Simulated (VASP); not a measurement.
Set up this calculation in VASP 6.6.1, as the native input.

```
Task                   : single point
Functional             : PBEsol
Potentials or basis    : VASP PAW PBE potentials, release 64 (In_d, As)
Cutoff                 : 520 eV
k mesh                 : 14 × 14 × 14
Occupations            : gaussian, width 0.05 eV
Spin                   : no spin polarisation
Dipole correction      : no
Further INCAR settings : ALGO = Normal; EDIFF = 1e-06; NBANDS = 16
```

The structure of InAs lies in POSCAR:

```
InAs
1.0
    0.0000000000      2.6227117190      2.6227117190
    2.6227117190      0.0000000000      2.6227117190
    2.6227117190      2.6227117190      0.0000000000
In As
1 1
Direct
    0.5000000000      0.5000000000      0.5000000000
    0.0000000000      0.0000000000      0.0000000000
```

The input as run:

INCAR

```
SYSTEM = InAs
  PREC = Accurate
  ENCUT = 520
  EDIFF = 1E-6
  ISMEAR = 0
  SIGMA = 0.05
  LREAL = .FALSE.
  LASPH = .TRUE.
  NELM = 100
  ALGO = Normal
  ISIF = 2
  LWAVE = .FALSE.
  LCHARG = .FALSE.
  GGA = PS
  NBANDS = 16
```

KPOINTS

```
regular mesh
0
G
  14 14 14
  0 0 0
```

Potentials or basis: VASP PAW PBE potentials, release 64 (In_d, As).

Run with:

```bash
$ cat potpaw_PBE.64/In_d/POTCAR potpaw_PBE.64/As/POTCAR > POTCAR
$ mpirun -np 1 vasp_std > vasp.out
```

Results of the run:

```json
{"Pressure": "27.9 GPa", "Band gap on the k mesh": "zero (bands 9 and 10 overlap by 3.23 eV)"}
```

Caveat: the cell stands under pressure; the PAW data sets were made with another functional, which shifts forces and pressure a little; spin-orbit coupling is left out, which moves the levels of the heavy elements.

Run time: 56 s on 1 thread of Intel Xeon 8259CL (shared host), peak memory 0.2 GiB.
